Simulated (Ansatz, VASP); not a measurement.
**Two plane-wave programs on In**

INCAR

```
SYSTEM = In
PREC = Accurate ; ENCUT = 520
EDIFF = 1E-6 ; ISMEAR = 0
SIGMA = 0.026000000000000002 ; LREAL = .FALSE.
LASPH = .TRUE. ; NELM = 80
ALGO = Normal ; ISIF = 2
LWAVE = .FALSE. ; LCHARG = .FALSE.
GGA = PE ; NBANDS = 20
```

File KPOINTS:

```
Automatic mesh
0
G
  9 9 5
  0 0 0
```

File POSCAR:

```
In
1.0
    3.3354847820      0.0000000000      0.0000000000
   -1.6677423910      2.8886145552      0.0000000000
    0.0000000000      0.0000000000      5.5091429200
In
2
Direct
    0.6666666667      0.3333333333      0.7500000000
    0.3333333333      0.6666666667      0.2500000000
```

input.yaml

```yaml
crystal:
  lattice:
    - [3.335484782, 0.0, 0.0]
    - [-1.667742391, 2.8886145552, 0.0]
    - [0.0, 0.0, 5.50914292]
  atoms:
    - { symbol: In, position: [0.6666666667, 0.3333333333, 0.75] }
    - { symbol: In, position: [0.3333333333, 0.6666666667, 0.25] }
hamiltonian:
  xc: pbe
  pseudopotentials: { kind: paw }
kpoints:
  mp_grid: { grid: [9, 9, 5] }
scf:
  occupations: { method: gaussian, width: 0.026 }
output:
  forces: true
  stress: true
  eigenvalues: true
```

Alike in both runs: task single point; functional PBE; k mesh 9 × 9 × 5; occupations gaussian, width 0.026 eV; no spin polarisation.

|  | VASP | Ansatz |
| --- | --- | --- |
| version | VASP 6.6.1 | Ansatz 0.2.0 |
| potentials or method | VASP PAW PBE potentials, release 64 (In_d) | Ansatz PAW |
| plane-wave cutoff (eV) | 520 | 420 |
| valence electrons in the cell | 26 | 26 |

Ansatz gave:

| Quantity | Value |
| --- | --- |
| gap on the k mesh at the Fermi level (eV) | none |
| pressure (GPa) | 1.4 |
| traceless stress, the component that is largest in VASP (GPa) | -1.07 |

What did VASP give for the same quantities?

gap on the k mesh at the Fermi level (eV): none; pressure (GPa): 1.3; traceless stress, the component that is largest in VASP (GPa): -1.07.

A gap of «none» marks a metal or a gap that the smearing closes. With one functional, cell and mesh, what is left measures potentials, basis and numerics.
